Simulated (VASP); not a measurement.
Wanted: the native input for a VASP 6.6.1 run.

| Quantity | Value |
| --- | --- |
| Task | single point |
| Functional | PBEsol |
| Potentials or basis | VASP PAW PBE potentials, release 64 (Ca_sv) |
| Cutoff | 520 eV |
| k mesh | 2 × 2 × 2 |
| Occupations | fermi-dirac, width 0.1 eV |
| Spin | no spin polarisation |
| Dipole correction | no |
| Further INCAR settings | ALGO = Normal; EDIFF = 1e-07; NBANDS = 44 |

The structure of Ca lies in POSCAR:

```
Ca
1.0
   -4.4104100000      4.4104100000      4.3922300000
    4.4104100000     -4.4104100000      4.3922300000
    4.4104100000      4.4104100000     -4.3922300000
Ca
7
Direct
    0.2510005904      0.2476834385      0.1639190007
    0.2493979850      0.7215191710      0.0000297025
    0.2502268426      0.7636585871      0.4962870799
    0.7220884235      0.2501718670     -0.0005674076
    0.7619575469      0.2505395608      0.4958101401
    0.7361201406      0.7362700132     -0.0171730066
    0.7792084707      0.7801572487      0.5283611954
```

The input as run:

INCAR

```
PREC = Accurate
ENCUT = 520
EDIFF = 1E-7
ISMEAR = -1
SIGMA = 0.1
LREAL = False
LASPH = True
NELM = 100
ALGO = Normal
ISIF = 2
LWAVE = False
LCHARG = False
GGA = PS
NBANDS = 44
```

KPOINTS

```
regular mesh
0
Gamma
  2 2 2
```

Potentials or basis: VASP PAW PBE potentials, release 64 (Ca_sv).

Run with:

```bash
$ cat potpaw_PBE.64/Ca_sv/POTCAR > POTCAR
$ mpirun -np 1 vasp_std > vasp.out
```

It gave:

```
Pressure               : -1.2 GPa
Largest force          : 0.093 eV/Å
Band gap on the k mesh : zero (bands 35 and 36 overlap by 0.46 eV)
```

Caveat: the k points lie up to 0.50 Å⁻¹ apart; the PAW data sets were made with another functional, which shifts forces and pressure a little.

Run time: 95 s on 1 thread of Intel(R) Xeon(R) 6975P-C (Granite Rapids), with other jobs on the host, peak memory 0.48 GiB.
